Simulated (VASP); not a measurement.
# TaMo2Au2 (P6/mmm) in VASP: notebook

TaMo2Au2 is run at these levels: PBE; tasks: single point, relaxation of cell and atoms.

Everything below comes from runs of VASP 6.6.1. Logs are shortened: lines on timing, memory, paths and dates and some standing lists are left out, and cuts for length are marked.

## 1. The cell of the first run

The structure is hexagonal, space group P6/mmm (No. 191). Conventional cell: a = 4.504 Å, b = 4.504 Å, c = 7.204 Å, α = 90.00°, β = 90.00°, γ = 120.00°. Ta (site symmetry 6/mmm) has 2 Mo at 2.37 Å within 3.1 Å. Mo (site symmetry 6mm) has 1 Ta at 2.37 Å and 1 Mo at 2.45 Å and 6 Au at 2.88 Å within 3.1 Å. Within 3.4 Å of Au (site symmetry -6m2) lie 3 Au at 2.60 Å and 6 Mo at 2.88 Å.

The cell was generated, and may not be a known phase.

## 2. Single point, PBE

Contents of INCAR:

```
ALGO     = Normal         # electronic algorithm
EDIFF    = 1E-6           # SCF threshold, eV
ENCUT    = 520            # plane-wave cutoff, eV
GGA      = PE             # functional
ISIF     = 2              # what is computed and relaxed
ISMEAR   = 0              # smearing method
LASPH    = True           # aspherical terms in the spheres
LCHARG   = False          # write CHGCAR
LREAL    = False          # projectors in reciprocal space
LWAVE    = False          # write WAVECAR
NBANDS   = 38             # bands
NELM     = 60             # most SCF steps
PREC     = Accurate       # precision mode
SIGMA    = 0.1            # smearing width, eV
```

Contents of KPOINTS:

```
k-points
0
Gamma
  6 6 4
```

Contents of POSCAR:

```
TaMo2Au2
1.0
    4.5044171788     -0.0000000033      0.0000000000
   -2.2522085866      3.9009397077      0.0000000000
    0.0000000000      0.0000000000      7.2035637052
Ta Mo Au
1 2 2
Direct
    0.0000000000      0.0000000000      0.5000000000
    0.0000000000      0.0000000000      0.1703472846
    0.0000000000      0.0000000000      0.8296527154
    0.3333333333      0.6666666667      0.0000000000
    0.6666666667      0.3333333333      0.0000000000
```

Potentials or basis: VASP PAW PBE potentials, release 64 (Ta_pv, Mo_sv, Au).

Started as:

```console
$ cat potpaw_PBE.64/Ta_pv/POTCAR potpaw_PBE.64/Mo_sv/POTCAR potpaw_PBE.64/Au/POTCAR > POTCAR
$ mpirun -np 1 vasp_std > vasp.out
```

OUTCAR:

```text
EDIFF = 1E-6
   ENCUT = 520
   GGA = PE
   ISIF = 2
   ISMEAR = 0
   LASPH = True
   LREAL = False
   NELM = 60
   PREC = Accurate

 ion  position               nearest neighbor table
   1  0.000  0.000  0.500-   2 2.37   3 2.37
   2  0.000  0.000  0.170-   1 2.37   3 2.45   4 2.88   5 2.88   4 2.88   5 2.88   5 2.88   4 2.88

   3  0.000  0.000  0.830-   1 2.37   2 2.45   4 2.88   5 2.88   4 2.88   5 2.88   5 2.88   4 2.88

   4  0.333  0.667  0.000-   5 2.60   5 2.60   5 2.60   2 2.88   3 2.88   3 2.88   2 2.88   3 2.88
                             2 2.88
   5  0.667  0.333  0.000-   4 2.60   4 2.60   4 2.60   2 2.88   3 2.88   2 2.88   3 2.88   2 2.88
                             3 2.88

  LATTYP: Found a hexagonal cell.
 ALAT       =     4.5044171788
 C/A-ratio  =     1.5992221456

  Lattice vectors:

 A1 = (   4.5044171788,  -0.0000000033,   0.0000000000)
 A2 = (  -2.2522085866,   3.9009397077,   0.0000000000)
 A3 = (   0.0000000000,   0.0000000000,   7.2035637052)

Analysis of symmetry for initial positions (statically):
=====================================================================
 Subroutine PRICEL returns:
 Original cell was already a primitive cell.

 Routine SETGRP: Setting up the symmetry group for a
 hexagonal supercell.

 Subroutine GETGRP returns: Found 24 space group operations
 (whereof 24 operations were pure point group operations)
 out of a pool of 24 trial point group operations.

The static configuration has the point symmetry D_6h.

Analysis of symmetry for dynamics (positions and initial velocities):
=====================================================================
 Subroutine PRICEL returns:
 Original cell was already a primitive cell.

 Routine SETGRP: Setting up the symmetry group for a
 hexagonal supercell.

 Subroutine GETGRP returns: Found 24 space group operations
 (whereof 24 operations were pure point group operations)
 out of a pool of 24 trial point group operations.

The dynamic configuration has the point symmetry D_6h.

 Subroutine INISYM returns: Found 24 space group operations
 (whereof 24 operations are pure point group operations),
 and found     1 'primitive' translations

----------------------------------------------------------------------------------------

                                     Primitive cell

  volume of cell :     126.5771

  direct lattice vectors                    reciprocal lattice vectors
     4.504417179 -0.000000003  0.000000000     0.222004304  0.128174244  0.000000000
    -2.252208587  3.900939708  0.000000000     0.000000000  0.256348489  0.000000000
     0.000000000  0.000000000  7.203563705     0.000000000  0.000000000  0.138820179

  length of vectors
     4.504417179  4.504417179  7.203563705     0.256348489  0.256348489  0.138820179

  position of ions in fractional coordinates (direct lattice)
     0.000000000  0.000000000  0.500000000
     0.000000000  0.000000000  0.170347285
     0.000000000  0.000000000  0.829652715
     0.333333333  0.666666667  0.000000000
     0.666666667  0.333333333  0.000000000

  ion indices of the primitive-cell ions
   primitive index   ion index
                 1           1
                 2           2
                 3           3
                 4           4
                 5           5

----------------------------------------------------------------------------------------

 KPOINTS: k-points

Automatic generation of k-mesh.
 Grid dimensions read from file:
 generate k-points for:    6    6    4

 Generating k-lattice:

  Cartesian coordinates                     Fractional coordinates (reciprocal lattice)
     0.037000717  0.021362374  0.000000000     0.166666667  0.000000000  0.000000000
     0.000000000  0.042724748  0.000000000     0.000000000  0.166666667  0.000000000
     0.000000000  0.000000000  0.034705045     0.000000000  0.000000000  0.250000000

  Length of vectors
     0.042724748  0.042724748  0.034705045

  Shift w.r.t. Gamma in fractional coordinates (k-lattice)
     0.000000000  0.000000000  0.000000000

 Subroutine IBZKPT returns following result:
 ===========================================

 Found     21 irreducible k-points:

 Following reciprocal coordinates:
            Coordinates               Weight
  0.000000  0.000000  0.000000      1.000000
  0.166667  0.000000  0.000000      6.000000
  0.333333  0.000000  0.000000      6.000000
  0.500000 -0.000000  0.000000      3.000000
  0.166667  0.166667  0.000000      6.000000
  0.333333  0.166667  0.000000     12.000000
[... 13 lines left out ...]
  0.333333  0.166667  0.500000     12.000000
  0.333333  0.333333  0.500000      2.000000
   k-points           NKPTS =     21   k-points in BZ     NKDIM =     21   number of bands    NBANDS=     38
   number of dos      NEDOS =    301   number of ions     NIONS =      5
   total plane-waves  NPLWV =  69984
   dimension x,y,z NGX =    36 NGY =   36 NGZ =   54
   dimension x,y,z NGXF=    72 NGYF=   72 NGZF=  108
   ions per type =               1   2   2
   NGX,Y,Z   is equivalent  to a cutoff of  13.29, 13.29, 12.46 a.u.
   NGXF,Y,Z  is equivalent  to a cutoff of  26.57, 26.57, 24.92 a.u.
 SYSTEM =  unknown system
   PREC   = accura    normal or accurate (medium, high low for compatibility)
   ISTART =      0    job   : 0-new  1-cont  2-samecut
   ICHARG =      2    charge: 1-file 2-atom 10-const
   ISPIN  =      1    spin polarized calculation?
   LNONCOLLINEAR =      F non collinear calculations
   LSORBIT =      F    spin-orbit coupling
   LASPH  =      T    aspherical Exc in radial PAW
   ENCUT  =  520.0 eV  38.22 Ry    6.18 a.u.   8.38  8.38 13.39*2*pi/ulx,y,z
   NELM   =     60;   NELMIN=  2; NELMDL= -5     # of ELM steps
   EDIFF  = 0.1E-05   stopping-criterion for ELM
   LREAL  =      F    real-space projection
   EDIFFG = 0.1E-04   stopping-criterion for IOM
   NSW    =      0    number of steps for IOM
   IBRION =     -1    ionic relax: 0-MD 1-quasi-New 2-CG
   NFREE  =      0    steps in history (QN), initial steepest desc. (CG)
   ISIF   =      2    stress and relaxation
   ISYM   =      2    0-nonsym 1-usesym 2-fastsym
   POTIM  = 0.5000    time-step for ionic-motion
   TEBEG  =    0.0;   TEEND  =   0.0 temperature during run
   PSTRESS=    0.0 pullay stress
   NELECT =      61.0000    total number of electrons
   NUPDOWN=      -1.0000    fix difference up-down
   EMIN   =  10.00;   EMAX   =-10.00  energy-range for DOS
   EFERMI =   0.00;   METHOD = LEGACY
   ISMEAR =     0;   SIGMA  =   0.10  broadening in eV -4-tet -1-fermi 0-gaus
   EFERMI_NEDOS =   21; number of points for ismear=-14 and -15
   IALGO  =     38    algorithm
   IMIX   =      4    mixing-type and parameters
     AMIX     =   0.40;   BMIX     =  1.00
     AMIX_MAG =   1.60;   BMIX_MAG =  1.00
  volume/ion in A,a.u.               =      25.32       170.84
  Fermi-wavevector in a.u.,A,eV,Ry     =   1.283511  2.425485 22.414255  1.647401
  Thomas-Fermi vector in A             =   2.415760
   LORBIT       =      0    0 simple, 1 ext, 2 COOP (PROOUT), +10 PAW based schemes
   GGA     = PE    functional components
   LHFCALC =     F    Hartree Fock is set to
   AEXX    =    0.0000 exact exchange contribution
   IVDW    =     0    specifies the selected vdW correction
   LEPSILON=     F    determine dielectric tensor
   LRPA    =     F    only Hartree local field effects (RPA)
 non-spin polarized calculation
 Gauss-broadening in eV      SIGMA  =   0.10
  energy-cutoff  :      520.00
  volume of cell :      126.58
 maximum number of plane-waves:      3446
 NGX is ok and might be reduce to    36
   NGX = 17   NGY = 17   NGZ = 27

 number of electron      60.9999999 magnetization

 Free energy of the ion-electron system (eV)
  ---------------------------------------------------
  ext. energy  EPLUGINS =         0.00000000
  ---------------------------------------------------
  free energy    TOTEN  =       -31.79233168 eV

  energy without entropy =      -31.75307947  energy(sigma->0) =      -31.77270558

 E-fermi :   5.2424     XC(G=0): -10.2989

 val. band max:        5.2026386669   @ k =   0.3333   0.0000   0.2500
 cond. band min:       5.2552936464   @ k =   0.0000   0.0000   0.2500
 fundamental gap:      0.0526549795
 Fermi energy:         5.2424313274

 k-point     1 :       0.0000    0.0000    0.0000
  band No.  band energies     occupation
      1     -55.8825      2.00000
      2     -55.7143      2.00000
      3     -30.6610      2.00000
      4     -30.5340      2.00000
      5     -30.1232      2.00000
      6     -30.1232      2.00000
[... 30 lines left out ...]
     37       8.1807      0.00000
     38       9.4179      0.00000

 k-point     2 :       0.1667    0.0000    0.0000
  band No.  band energies     occupation
      1     -55.8824      2.00000
      2     -55.7143      2.00000
      3     -30.6609      2.00000
      4     -30.5334      2.00000
      5     -30.1250      2.00000
      6     -30.1234      2.00000
[... 30 lines left out ...]
     37       8.1247      0.00000
     38       9.3885      0.00000

 k-point     3 :       0.3333    0.0000    0.0000
  band No.  band energies     occupation
      1     -55.8822      2.00000
      2     -55.7143      2.00000
      3     -30.6607      2.00000
      4     -30.5322      2.00000
      5     -30.1283      2.00000
      6     -30.1238      2.00000
[... 30 lines left out ...]
     37       7.7164      0.00000
     38       8.2280      0.00000

 k-point     4 :       0.5000   -0.0000    0.0000
  band No.  band energies     occupation
      1     -55.8820      2.00000
      2     -55.7143      2.00000
      3     -30.6606      2.00000
      4     -30.5316      2.00000
      5     -30.1300      2.00000
      6     -30.1239      2.00000
[... 30 lines left out ...]
     37       7.3133      0.00000
     38       7.5908      0.00000
[... 580 lines left out ...]
      4     -30.0632      2.00000
      5     -30.0615      2.00000
      6     -30.0034      2.00000
[... 30 lines left out ...]
     37       6.9422      0.00000
     38       7.0476      0.00000

 k-point    20 :       0.3333    0.1667    0.5000
  band No.  band energies     occupation
      1     -55.8854      2.00000
      2     -55.7108      2.00000
      3     -31.2309      2.00000
      4     -30.0646      2.00000
      5     -30.0625      2.00000
      6     -30.0052      2.00000
[... 30 lines left out ...]
     37       6.6578      0.00000
     38       7.8257      0.00000

 k-point    21 :       0.3333    0.3333    0.5000
  band No.  band energies     occupation
      1     -55.8853      2.00000
      2     -55.7108      2.00000
      3     -31.2307      2.00000
      4     -30.0640      2.00000
      5     -30.0640      2.00000
      6     -30.0032      2.00000
[... 30 lines left out ...]
     37       6.4116      0.00000
     38       8.6024      0.00000

------------------------ aborting loop because EDIFF is reached ----------------------------------------

  FORCE on cell =-STRESS in cart. coord.  units (eV):
  Direction    XX          YY          ZZ          XY          YZ          ZX
  --------------------------------------------------------------------------------------
  -------------------------------------------------------------------------------------
  Total       -0.0085757     -0.0085757      0.3478258      0.0000000     -0.0000000     -0.0000000
  in kB       -0.1085487     -0.1085487      4.4026803      0.0000000     -0.0000000     -0.0000000
  external PRESSURE =       1.3951943 kB  Pullay stress =       0.0000000 kB

 VOLUME and BASIS-vectors are now :
 -----------------------------------------------------------------------------
  energy-cutoff  :      520.00
  volume of cell :      126.58
      direct lattice vectors                 reciprocal lattice vectors
     4.504417179 -0.000000003  0.000000000     0.222004304  0.128174244  0.000000000
    -2.252208587  3.900939708  0.000000000     0.000000000  0.256348489  0.000000000
     0.000000000  0.000000000  7.203563705     0.000000000  0.000000000  0.138820179

 POSITION                                       TOTAL-FORCE (eV/Angst)
 -----------------------------------------------------------------------------------
      0.00000      0.00000      3.60178         0.000000      0.000000     -0.000000
      0.00000      0.00000      1.22711         0.000000      0.000000     -0.039393
      0.00000      0.00000      5.97646         0.000000      0.000000      0.039393
      0.00000      2.60063      0.00000        -0.000000      0.000000     -0.000000
      2.25221      1.30031      0.00000         0.000000     -0.000000      0.000000
 -----------------------------------------------------------------------------------
    total drift:                                0.000000      0.000000      0.000000

  FREE ENERGIE OF THE ION-ELECTRON SYSTEM (eV)
  ---------------------------------------------------
  free  energy   TOTEN  =       -31.7923316834 eV

  energy  without entropy=      -31.7530794689  energy(sigma->0) =      -31.77270558
```

It took 44 s on 1 thread of Intel Xeon 6975P-C (Granite Rapids), shared host; peak memory 0.3 GiB.

What came out:

| Quantity | Value |
| --- | --- |
| Free energy | -31.7923 eV |
| Pressure | 0.1 GPa |
| Largest force | 0.039 eV/Å |
| Band gap on the k mesh | zero (an odd number of electrons rules out a gap without spin polarisation) |

Forces on the atoms (eV/Å):
```
Ta   0.000  0.000  0.000
Mo   0.000  0.000 -0.039
Mo   0.000  0.000  0.039
Au   0.000  0.000  0.000
Au   0.000  0.000  0.000
```

Levels at points of the mesh, in eV from the Fermi level:
| k point | band 28 | band 29 | band 30 | band 31 | band 32 | band 33 |
| --- | --- | --- | --- | --- | --- | --- |
| (0.00, 0.00, 0.00) | -1.49 | -1.49 | -0.59 | -0.59 | 0.70 | 0.70 |
| (0.50, 0.00, 0.00) | -0.87 | -0.74 | -0.57 | 0.14 | 0.24 | 0.78 |
| (0.00, 0.00, 0.50) | -1.64 | -1.64 | -0.06 | 0.04 | 0.04 | 0.74 |
| (0.50, 0.00, 0.50) | -1.33 | -0.79 | 0.02 | 0.16 | 0.44 | 0.48 |

Caveat: spin-orbit coupling is left out, which moves the levels of the heavy elements.

## 3. Relaxation of cell and atoms, PBE

This run uses another cell than the first one, of 19.39 Å³/atom.

Contents of INCAR:

```
ALGO = Fast
EDIFF = 1E-6
EDIFFG = -0.04
ENCUT = 600
GGA = PE
IBRION = 2
ISIF = 3
ISMEAR = 0
LASPH = T
LCHARG = F
LREAL = F
LWAVE = F
NELM = 80
NSW = 90
PREC = Accurate
SIGMA = 0.1
```

KPOINTS is that of step 2.

Contents of POSCAR:

```
TaMo2Au2
1.0
    3.9902064300      0.0000000000      0.0000000000
   -1.9951032100      3.4556201300      0.0000000000
    0.0000000000      0.0000000000      7.0308927700
Ta Mo Au
1 2 2
Direct
    0.0000000000      0.0000000000      0.5000000000
    0.0000000000      0.0000000000      0.1653615400
    0.0000000000      0.0000000000      0.8346384600
    0.3333333300      0.6666666700      0.0000000000
    0.6666666700      0.3333333300      0.0000000000
```

Potentials or basis: VASP PAW PBE potentials, release 64 (Ta_pv, Mo_sv, Au).

Started as:

```console
$ cat potpaw_PBE.64/Ta_pv/POTCAR potpaw_PBE.64/Mo_sv/POTCAR potpaw_PBE.64/Au/POTCAR > POTCAR
$ mpirun -np 1 vasp_std > vasp.out
```

It took 7.8 min on 1 thread of Intel Xeon 6975P-C (Granite Rapids), shared host; peak memory 0.3 GiB.

Results (log left out):

| Quantity | Value |
| --- | --- |
| Free energy | -31.7795 eV |
| Relaxed volume | 25.32 Å³/atom |
| Relaxed cell | a = 4.500 Å, b = 4.500 Å, c = 7.219 Å, α = 90.00°, β = 90.00°, γ = 120.00° |
| Space group after relaxing (to 0.1 Å) | P6/mmm (No. 191) |
| Pressure after relaxing | 0.1 GPa |
| Band gap on the k mesh | zero (an odd number of electrons rules out a gap without spin polarisation) |

Final structure:
```yaml
crystal:
  lattice:
    - [4.50040, 0.00000, 0.00000]
    - [-2.25020, 3.89746, 0.00000]
    - [0.00000, 0.00000, 7.21917]
  atoms:
    - { symbol: Ta, position: [0.00000, 0.00000, 0.50000] }
    - { symbol: Mo, position: [0.00000, 0.00000, 0.17029] }
    - { symbol: Mo, position: [0.00000, 0.00000, 0.82971] }
    - { symbol: Au, position: [0.33333, 0.66667, 0.00000] }
    - { symbol: Au, position: [0.66667, 0.33333, 0.00000] }
```

Levels at points of the mesh, in eV from the Fermi level:
| k point | band 27 | band 28 | band 29 | band 30 | band 31 | band 32 | band 33 | band 34 |
| --- | --- | --- | --- | --- | --- | --- | --- | --- |
| (0.00, 0.00, 0.00) | -1.76 | -1.47 | -1.47 | -0.58 | -0.58 | 0.69 | 0.69 | 0.90 |
| (0.50, 0.00, 0.00) | -1.59 | -0.87 | -0.75 | -0.58 | 0.15 | 0.24 | 0.77 | 1.55 |
| (0.00, 0.00, 0.50) | -1.83 | -1.64 | -1.64 | -0.09 | 0.05 | 0.05 | 0.74 | 0.74 |
| (0.50, 0.00, 0.50) | -1.79 | -1.32 | -0.79 | 0.02 | 0.16 | 0.44 | 0.48 | 0.54 |

Caveat: the volume moved by over 15 % at a fixed basis, so the end points are rough; spin-orbit coupling is left out, which moves the levels of the heavy elements.

The gap in the log of VASP goes by the Fermi energy; the results here count the filled bands.